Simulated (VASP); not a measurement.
# H2Se (P4_2/mnm) in VASP: relaxation of cell and atoms with PBE

Aim: the relaxation of cell and atoms of H2Se with PBE.

Everything below comes from runs of VASP 6.6.1. Logs are shortened: lines on timing, memory, paths and dates and some standing lists are left out, and cuts for length are marked.

## Step 1: The cell of the first run

The structure is tetragonal, space group P4_2/mnm (No. 136). The conventional cell has a = 5.299 Å, b = 5.299 Å, c = 3.020 Å, α = 90.00°, β = 90.00°, γ = 90.00°. Within 2.4 Å of H (site symmetry m2m) lie 2 Se at 1.81 Å and 1 H at 1.98 Å. Se (site symmetry mmm) has 4 H at 1.81 Å within 2.4 Å.

## Step 2: Relaxation of cell and atoms, PBE

The input, INCAR:

```
SYSTEM = H2Se
  PREC = Accurate
  ENCUT = 600
  EDIFF = 1E-6
  ISMEAR = 0
  SIGMA = 0.1
  LREAL = .False.
  LASPH = .True.
  NELM = 100
  ALGO = Normal
  ISIF = 3
  LWAVE = .False.
  LCHARG = .False.
  GGA = PE
  IBRION = 2
  NSW = 100
  EDIFFG = -0.01
```

The input, KPOINTS:

```
Automatic mesh
0
Gamma
  8 8 12
  0 0 0
```

The input, POSCAR:

```
H2Se
1.0
    5.2990665738      0.0000000000      0.0000000000
    0.0000000000      5.2990665738      0.0000000000
    0.0000000000      0.0000000000      3.0199244578
H Se
4 2
Direct
    0.3679042776      0.3679042776      0.0000000000
    0.1320957224      0.8679042776      0.5000000000
    0.6320957224      0.6320957224      0.0000000000
    0.8679042776      0.1320957224      0.5000000000
    0.0000000000      0.0000000000      0.0000000000
    0.5000000000      0.5000000000      0.5000000000
```

Potentials or basis: VASP PAW PBE potentials, release 64 (H, Se).

Run with:

```bash
cat potpaw_PBE.64/H/POTCAR potpaw_PBE.64/Se/POTCAR > POTCAR
mpirun -np 1 vasp_std > vasp.out
```

OUTCAR:

```text
SYSTEM = H2Se
   PREC = Accurate
   ENCUT = 600
   EDIFF = 1E-6
   ISMEAR = 0
   LREAL = .False.
   LASPH = .True.
   NELM = 100
   ISIF = 3
   GGA = PE
   IBRION = 2
   NSW = 100
   EDIFFG = -0.01

 ion  position               nearest neighbor table
   1  0.368  0.368  0.000-   6 1.81   6 1.81
   2  0.132  0.868  0.500-   5 1.81   5 1.81
   3  0.632  0.632  0.000-   6 1.81   6 1.81
   4  0.868  0.132  0.500-   5 1.81   5 1.81
   5  0.000  0.000  0.000-   2 1.81   4 1.81   2 1.81   4 1.81
   6  0.500  0.500  0.500-   1 1.81   3 1.81   1 1.81   3 1.81

  LATTYP: Found a simple tetragonal cell.
 ALAT       =     5.2990665738
 C/A-ratio  =     0.5698974368

  Lattice vectors:

 A1 = (   5.2990665738,   0.0000000000,   0.0000000000)
 A2 = (   0.0000000000,   5.2990665738,   0.0000000000)
 A3 = (   0.0000000000,   0.0000000000,   3.0199244578)

Analysis of symmetry for initial positions (statically):
=====================================================================
 Subroutine PRICEL returns:
 Original cell was already a primitive cell.

 Routine SETGRP: Setting up the symmetry group for a
 simple tetragonal supercell.

 Subroutine GETGRP returns: Found 16 space group operations
 (whereof  8 operations were pure point group operations)
 out of a pool of 16 trial point group operations.

The static configuration has the point symmetry D_2h.
 The point group associated with its full space group is D_4h.

Analysis of symmetry for dynamics (positions and initial velocities):
=====================================================================
 Subroutine PRICEL returns:
 Original cell was already a primitive cell.

 Routine SETGRP: Setting up the symmetry group for a
 simple tetragonal supercell.

 Subroutine GETGRP returns: Found 16 space group operations
 (whereof  8 operations were pure point group operations)
 out of a pool of 16 trial point group operations.

The dynamic configuration has the point symmetry D_2h.
 The point group associated with its full space group is D_4h.

 Subroutine INISYM returns: Found 16 space group operations
 (whereof  8 operations are pure point group operations),
 and found     1 'primitive' translations

----------------------------------------------------------------------------------------

                                     Primitive cell

  volume of cell :      84.7998

  direct lattice vectors                    reciprocal lattice vectors
     5.299066574  0.000000000  0.000000000     0.188712481  0.000000000  0.000000000
     0.000000000  5.299066574  0.000000000     0.000000000  0.188712481  0.000000000
     0.000000000  0.000000000  3.019924458     0.000000000  0.000000000  0.331134111

  length of vectors
     5.299066574  5.299066574  3.019924458     0.188712481  0.188712481  0.331134111

  position of ions in fractional coordinates (direct lattice)
     0.367904278  0.367904278  0.000000000
     0.132095722  0.867904278  0.500000000
     0.632095722  0.632095722  0.000000000
     0.867904278  0.132095722  0.500000000
     0.000000000  0.000000000  0.000000000
     0.500000000  0.500000000  0.500000000

  ion indices of the primitive-cell ions
   primitive index   ion index
                 1           1
                 2           2
                 3           3
                 4           4
                 5           5
                 6           6

----------------------------------------------------------------------------------------

 KPOINTS: Automatic mesh

Automatic generation of k-mesh.
 Grid dimensions read from file:
 generate k-points for:    8    8   12

 Generating k-lattice:

  Cartesian coordinates                     Fractional coordinates (reciprocal lattice)
     0.023589060  0.000000000  0.000000000     0.125000000  0.000000000  0.000000000
     0.000000000  0.023589060  0.000000000     0.000000000  0.125000000  0.000000000
     0.000000000  0.000000000  0.027594509     0.000000000  0.000000000  0.083333333

  Length of vectors
     0.023589060  0.023589060  0.027594509

  Shift w.r.t. Gamma in fractional coordinates (k-lattice)
     0.000000000  0.000000000  0.000000000

 Subroutine IBZKPT returns following result:
 ===========================================

 Found    105 irreducible k-points:

 Following reciprocal coordinates:
            Coordinates               Weight
  0.000000  0.000000  0.000000      1.000000
  0.125000  0.000000  0.000000      4.000000
  0.250000  0.000000  0.000000      4.000000
  0.375000  0.000000  0.000000      4.000000
  0.500000  0.000000  0.000000      2.000000
  0.125000  0.125000  0.000000      4.000000
[... 16 lines left out ...]
  0.375000  0.125000  0.083333     16.000000
  0.500000  0.125000  0.083333      8.000000
 [... further k-points ...]
   k-points           NKPTS =    105   k-points in BZ     NKDIM =    105   number of bands    NBANDS=     12
   number of dos      NEDOS =    301   number of ions     NIONS =      6
   total plane-waves  NPLWV =  42336
   dimension x,y,z NGX =    42 NGY =   42 NGZ =   24
   dimension x,y,z NGXF=    84 NGYF=   84 NGZF=   48
   ions per type =               4   2
   NGX,Y,Z   is equivalent  to a cutoff of  13.18, 13.18, 13.21 a.u.
   NGXF,Y,Z  is equivalent  to a cutoff of  26.35, 26.35, 26.42 a.u.
 SYSTEM =  H2Se
   PREC   = accura    normal or accurate (medium, high low for compatibility)
   ISTART =      0    job   : 0-new  1-cont  2-samecut
   ICHARG =      2    charge: 1-file 2-atom 10-const
   ISPIN  =      1    spin polarized calculation?
   LNONCOLLINEAR =      F non collinear calculations
   LSORBIT =      F    spin-orbit coupling
   LASPH  =      T    aspherical Exc in radial PAW
   ENCUT  =  600.0 eV  44.10 Ry    6.64 a.u.  10.58 10.58  6.03*2*pi/ulx,y,z
   NELM   =    100;   NELMIN=  2; NELMDL= -5     # of ELM steps
   EDIFF  = 0.1E-05   stopping-criterion for ELM
   LREAL  =      F    real-space projection
   EDIFFG = -.1E-01   stopping-criterion for IOM
   NSW    =    100    number of steps for IOM
   IBRION =      2    ionic relax: 0-MD 1-quasi-New 2-CG
   NFREE  =      1    steps in history (QN), initial steepest desc. (CG)
   ISIF   =      3    stress and relaxation
   ISYM   =      2    0-nonsym 1-usesym 2-fastsym
   POTIM  = 0.5000    time-step for ionic-motion
   TEBEG  =    0.0;   TEEND  =   0.0 temperature during run
   PSTRESS=    0.0 pullay stress
   NELECT =      16.0000    total number of electrons
   NUPDOWN=      -1.0000    fix difference up-down
   EMIN   =  10.00;   EMAX   =-10.00  energy-range for DOS
   EFERMI =   0.00;   METHOD = LEGACY
   ISMEAR =     0;   SIGMA  =   0.10  broadening in eV -4-tet -1-fermi 0-gaus
   EFERMI_NEDOS =   21; number of points for ismear=-14 and -15
   IALGO  =     38    algorithm
   IMIX   =      4    mixing-type and parameters
     AMIX     =   0.40;   BMIX     =  1.00
     AMIX_MAG =   1.60;   BMIX_MAG =  1.00
  volume/ion in A,a.u.               =      14.13        95.38
  Fermi-wavevector in a.u.,A,eV,Ry     =   0.938966  1.774389 11.995675  0.881657
  Thomas-Fermi vector in A             =   2.066231
   LORBIT       =      0    0 simple, 1 ext, 2 COOP (PROOUT), +10 PAW based schemes
   GGA     = PE    functional components
   LHFCALC =     F    Hartree Fock is set to
   AEXX    =    0.0000 exact exchange contribution
   IVDW    =     0    specifies the selected vdW correction
   LEPSILON=     F    determine dielectric tensor
   LRPA    =     F    only Hartree local field effects (RPA)
 conjugate gradient relaxation of ions
 non-spin polarized calculation
 Gauss-broadening in eV      SIGMA  =   0.10
  energy-cutoff  :      600.00
  volume of cell :       84.80
 maximum number of plane-waves:      2856
   NGX = 21   NGY = 21   NGZ = 13

 number of electron      15.9999999 magnetization

 Free energy of the ion-electron system (eV)
  ---------------------------------------------------
  ext. energy  EPLUGINS =         0.00000000
  ---------------------------------------------------
  free energy    TOTEN  =       -17.32110678 eV

  energy without entropy =      -17.31363161  energy(sigma->0) =      -17.31736920

 E-fermi :   0.6332     XC(G=0):  -8.0085

 val. band max:        0.6302481798   @ k =   0.2500   0.1250   0.4167
 cond. band min:       0.6338341327   @ k =   0.3750   0.2500   0.4167
 fundamental gap:      0.0035859529
 Fermi energy:         0.6331910313

 k-point     1 :       0.0000    0.0000    0.0000
  band No.  band energies     occupation
      1     -14.0204      2.00000
      2     -13.3249      2.00000
      3      -5.1037      2.00000
      4      -5.1037      2.00000
      5      -1.0518      2.00000
      6      -1.0518      2.00000
      7       1.4230      0.00000
      8       1.5834      0.00000
      9       2.0146      0.00000
     10       2.5796      0.00000
     11       4.6432      0.00000
     12       5.5228      0.00000

 k-point     2 :       0.1250    0.0000    0.0000
  band No.  band energies     occupation
      1     -13.9957      2.00000
      2     -13.3532      2.00000
      3      -5.0861      2.00000
      4      -5.0824      2.00000
      5      -1.1941      2.00000
      6      -1.1912      2.00000
      7       1.5875      0.00000
      8       1.5996      0.00000
      9       1.9981      0.00000
     10       2.7136      0.00000
     11       4.8265      0.00000
     12       5.6221      0.00000

 k-point     3 :       0.2500    0.0000    0.0000
  band No.  band energies     occupation
      1     -13.9245      2.00000
      2     -13.4330      2.00000
      3      -5.0394      2.00000
      4      -5.0291      2.00000
      5      -1.4987      2.00000
      6      -1.4872      2.00000
      7       1.6459      0.00000
      8       1.9510      0.00000
      9       1.9655      0.00000
     10       2.9262      0.00000
     11       5.3543      0.00000
     12       5.9806      0.00000
[... 286 lines left out ...]
 k-point    23 :       0.3750    0.1250    0.0833
  band No.  band energies     occupation
      1     -13.7011      2.00000
      2     -13.4560      2.00000
      3      -4.9943      2.00000
      4      -4.8435      2.00000
      5      -1.8250      2.00000
      6      -1.4383      2.00000
      7      -0.0633      2.00000
      8       0.1837      2.00000
      9       3.9303      0.00000
     10       4.5314      0.00000
     11       6.3992      0.00000
     12       6.7978      0.00000

 k-point    24 :       0.5000    0.1250    0.0833
  band No.  band energies     occupation
      1     -13.5796      2.00000
      2     -13.5796      2.00000
      3      -4.9121      2.00000
      4      -4.9121      2.00000
      5      -1.7070      2.00000
      6      -1.7070      2.00000
      7       0.0787      2.00000
      8       0.0787      2.00000
      9       4.3041      0.00000
     10       4.3041      0.00000
     11       7.0605      0.00000
     12       7.0605      0.00000

 [... further k-points ...]
[... 5 lines left out ...]
  --------------------------------------------------------------------------------------
  -------------------------------------------------------------------------------------
  Total        0.0274381      0.0274381      0.0396005     -0.0000000      0.0000000      0.0000000
  in kB        0.5184066      0.5184066      0.7481984     -0.0000000      0.0000000      0.0000000
  external PRESSURE =       0.5950038 kB  Pullay stress =       0.0000000 kB

 VOLUME and BASIS-vectors are now :
 -----------------------------------------------------------------------------
  energy-cutoff  :      600.00
  volume of cell :       84.80
      direct lattice vectors                 reciprocal lattice vectors
     5.299066574  0.000000000  0.000000000     0.188712481  0.000000000  0.000000000
     0.000000000  5.299066574  0.000000000     0.000000000  0.188712481  0.000000000
     0.000000000  0.000000000  3.019924458     0.000000000  0.000000000  0.331134111

 POSITION                                       TOTAL-FORCE (eV/Angst)
 -----------------------------------------------------------------------------------
      1.94955      1.94955      0.00000        -0.006676     -0.006676      0.000000
      0.69998      4.59908      1.50996         0.006676     -0.006676      0.000000
      3.34952      3.34952      0.00000         0.006676      0.006676     -0.000000
      4.59908      0.69998      1.50996        -0.006676      0.006676      0.000000
      0.00000      0.00000      0.00000         0.000000      0.000000      0.000000
      2.64953      2.64953      1.50996         0.000000      0.000000      0.000000
 -----------------------------------------------------------------------------------
    total drift:                               -0.000000     -0.000000     -0.000000

  FREE ENERGIE OF THE ION-ELECTRON SYSTEM (eV)
  ---------------------------------------------------
  free  energy   TOTEN  =       -17.3211067834 eV

  energy  without entropy=      -17.3136316070  energy(sigma->0) =      -17.31736920

 reached required accuracy - stopping structural energy minimisation
```

It took 74 s on 1 thread of Intel Xeon Platinum 8259CL at 2.50GHz (Skylake/Cascade Lake), shared host; peak memory 0.28 GiB.

Results:

| Item | Value |
| --- | --- |
| Free energy | -17.3211 eV |
| Pressure after relaxing | 0.1 GPa |
| Largest force after relaxing | 0.009 eV/Å |
| Band gap on the k mesh | zero (bands 8 and 9 overlap by 1.93 eV) |

Forces in eV/Å, atoms in the order of the input:
```
H   -0.007 -0.007  0.000
H    0.007 -0.007  0.000
H    0.007  0.007  0.000
H   -0.007  0.007  0.000
Se   0.000  0.000  0.000
Se   0.000  0.000  0.000
```

Final structure:
```yaml
crystal:
  lattice:
    - [5.29907, 0.00000, 0.00000]
    - [0.00000, 5.29907, 0.00000]
    - [0.00000, 0.00000, 3.01992]
  atoms:
    - { symbol: H, position: [0.36790, 0.36790, 0.00000] }
    - { symbol: H, position: [0.13210, 0.86790, 0.50000] }
    - { symbol: H, position: [0.63210, 0.63210, 0.00000] }
    - { symbol: H, position: [0.86790, 0.13210, 0.50000] }
    - { symbol: Se, position: [0.00000, 0.00000, 0.00000] }
    - { symbol: Se, position: [0.50000, 0.50000, 0.50000] }
```

Levels at points of the mesh, in eV from the Fermi level:
| k point | band 5 | band 6 | band 7 | band 8 | band 9 | band 10 | band 11 | band 12 |
| --- | --- | --- | --- | --- | --- | --- | --- | --- |
| (0.00, 0.00, 0.00) | -1.68 | -1.68 | 0.79 | 0.95 | 1.38 | 1.95 | 4.01 | 4.89 |
| (0.50, 0.00, 0.00) | -2.49 | -2.49 | 1.16 | 1.16 | 2.11 | 2.11 | 6.23 | 6.23 |
| (0.50, 0.50, 0.00) | -1.61 | -1.61 | 1.17 | 1.17 | 1.51 | 1.51 | 6.82 | 6.82 |
| (0.00, 0.00, 0.50) | -2.30 | -2.30 | -1.27 | -1.27 | 0.37 | 0.37 | 6.69 | 6.69 |
| (0.50, 0.00, 0.50) | -1.77 | -1.77 | -1.29 | -1.29 | -0.61 | -0.61 | 5.60 | 5.60 |
| (0.50, 0.50, 0.50) | -2.60 | -2.60 | -1.49 | -1.49 | 0.53 | 0.53 | 6.46 | 6.46 |

Caveat: the relaxation stopped at its first step, so nothing moved.
